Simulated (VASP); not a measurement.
A run of VASP 6.6.1 is set up as follows.

The input INCAR:

```
PREC = Accurate
ENCUT = 500
EDIFF = 1E-6
ISMEAR = 0
SIGMA = 0.1
LREAL = False
LASPH = True
NELM = 200
ALGO = Normal
ISIF = 2
LWAVE = False
LCHARG = False
ISPIN = 2
MAGMOM = 0 1 0 0 0
LORBIT = 11
LMAXMIX = 4
GGA = PE
NBANDS = 32
GGA_COMPAT = False
```

KPOINTS

```
regular mesh
0
Gamma
  4 4 4
```

Contents of POSCAR:

```
ZrPdSe3
1.0
    4.7163625000      0.0000000000      0.0000000000
    0.0000000000      4.7163625000      0.0000000000
    0.0000000000      0.0000000000      4.7163625000
Zr Pd Se
1 1 3
Direct
    0.0000000000      0.0000000000      0.0000000000
    0.5000000000      0.5000000000      0.5000000000
    0.0000000000      0.5000000000      0.5000000000
    0.5000000000      0.5000000000      0.0000000000
    0.5000000000      0.0000000000      0.5000000000
```

Potentials or basis: VASP PAW PBE potentials, release 64 (Zr_sv, Pd, Se).

Command:

```bash
$ cat potpaw_PBE.64/Zr_sv/POTCAR potpaw_PBE.64/Pd/POTCAR potpaw_PBE.64/Se/POTCAR > POTCAR
$ mpirun -np 1 vasp_std > vasp.out
```

What does it give for the pressure?

9.2 GPa.

Predict the site moments.

Zr -0.50; Pd +0.01; Se +0.05 μB.

Caveat: the cell stands under pressure.
